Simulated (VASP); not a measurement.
# As: single point with PBE+D3(BJ)

The system is As, a slab with vacuum.

```
As
1.0
     3.57134    0.00000    0.00000
    -1.78567    3.09287    0.00000
     0.00000    0.00000   20.29528
As
4
Cartesian
  0.0000 2.0619 5.8976
  1.7857 1.0310 4.5000
  1.7857 1.0310 11.0153
  0.0000 2.0619 9.6176
```

| Property | Result |
| --- | --- |
| Program | VASP 6.6.1 |
| Task | single point |
| Functional | PBE |
| Dispersion | D3(BJ) |
| Potentials or basis | VASP PAW PBE potentials, release 64 (As_d) |
| Cutoff | 400 eV |
| k mesh | 9 × 9 × 1 |
| Occupations | gaussian, width 0.05 eV |
| Spin | no spin polarisation |
| Dipole correction | yes |
| Further INCAR settings | ALGO = Normal; EDIFF = 1e-06; NBANDS = 38; NELMDL = -8 |

The largest force is 0.035 eV/Å. The band gap on the k mesh is 1.21 eV (least direct gap 1.69 eV) and the dispersion energy per atom is -0.257 eV.

Forces in eV/Å, atoms in the order of the input:
```
As   0.000  0.000 -0.002
As   0.000  0.000 -0.035
As   0.000  0.000  0.035
As   0.000  0.000  0.002
```

Levels at points of the mesh, in eV from the valence-band top:
```tsv
k point	band 26	band 27	band 28	band 29	band 30	band 31	band 32	band 33	band 34	band 35
(0.00, 0.00, 0.00)	-0.14	-0.08	-0.08	-0.05	-0.05	1.86	2.30	3.40	3.40	3.50
```

Wall time 110 s on 1 thread of AMD EPYC 7R13 Processor (Zen 3), with other jobs on the host, peak memory 0.25 GiB.
